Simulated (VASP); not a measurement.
Input of a VASP 6.6.1 run:

The input INCAR:

```
SYSTEM = NaF
PREC = Accurate
ENCUT = 520
EDIFF = 1E-6
ISMEAR = 0
SIGMA = 0.05
LREAL = .FALSE.
LASPH = .TRUE.
NELM = 60
ALGO = Normal
ISIF = 2
LWAVE = .FALSE.
LCHARG = .FALSE.
GGA = PE
NBANDS = 14
```

KPOINTS

```
regular mesh
0
G
  8 8 8
  0 0 0
```

Contents of POSCAR:

```
NaF
1.0
    0.0000000000      2.4394650000      2.2652175000
    2.4394650000      0.0000000000      2.2652175000
    2.4394650000      2.4394650000      0.0000000000
Na F
1 1
Direct
    0.0000000000      0.0000000000      0.0000000000
    0.5000000000      0.5000000000      0.5000000000
```

Potentials or basis: VASP PAW PBE potentials, release 64 (Na_pv, F).

Launch:

```bash
$ cat potpaw_PBE.64/Na_pv/POTCAR potpaw_PBE.64/F/POTCAR > POTCAR
$ mpirun -np 1 vasp_std > vasp.out
```

Question: What does it give for the pressure?

Answer: -1.1 GPa.

Question: Estimate the band gap on the k mesh.

Answer: 5.88 eV, direct.

Stress tensor (GPa, compression positive):
```
-2.78  0.00  0.00
 0.00 -2.78  0.00
 0.00  0.00  2.19
```

Caveat: the cell differs from its parent crystal (strain +0.050 along x and y, -0.025 along z).
